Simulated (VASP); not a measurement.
HfTe6Mo: single point with PBE

The system is HfTe6Mo.

```
CELL_PARAMETERS angstrom
6.67933 0.00000 0.00000
-3.33967 5.78447 0.00000
0.00000 0.00000 6.18764
ATOMIC_POSITIONS crystal
Hf 0.00000 0.00000 0.00000
Te 0.34913 0.00000 0.26444
Te 0.00000 0.65087 0.73556
Te 0.34913 0.34913 0.73556
Te 0.00000 0.34913 0.26444
Te 0.65087 0.65087 0.26444
Te 0.65087 0.00000 0.73556
Mo 0.00000 0.00000 0.50000
```

```json
{
 "Program": "VASP 6.6.1",
 "Task": "single point",
 "Functional": "PBE",
 "Potentials or basis": "VASP PAW PBE potentials, release 64 (Hf_pv, Te, Mo_sv)",
 "Cutoff": "500 eV",
 "k mesh": "3 × 3 × 3",
 "Occupations": "gaussian, width 0.2 eV",
 "Spin": "no spin polarisation",
 "Dipole correction": "no",
 "Further INCAR settings": "ALGO = Normal; EDIFF = 1e-06; NBANDS = 40"
}
```

- Pressure: -0.1 GPa
- Largest force: 0.009 eV/Å
- Band gap on the k mesh: zero (bands 30 and 31 overlap by 0.88 eV)

Forces on the atoms (eV/Å):
```
Hf   0.000  0.000  0.000
Te  -0.008  0.000 -0.004
Te  -0.004  0.007  0.004
Te  -0.004 -0.007  0.004
Te   0.004 -0.007 -0.004
Te   0.004  0.007 -0.004
Te   0.008  0.000  0.004
Mo   0.000  0.000  0.000
```

Levels at points of the mesh, in eV from the Fermi level:
```tsv
k point	band 26	band 27	band 28	band 29	band 30	band 31	band 32	band 33	band 34	band 35
(0.00, 0.00, 0.00)	-1.47	-1.39	-1.39	-1.09	0.75	0.75	1.04	1.04	1.23	2.04
```

Wall time 3.2 min on 1 thread of Intel Xeon 8259CL, on a shared host, peak memory 0.36 GiB.

Caveat: the k points lie up to 0.36 Å⁻¹ apart, too coarse for converged energies and pressures of a metal; spin-orbit coupling is left out, which moves the levels of the heavy elements.
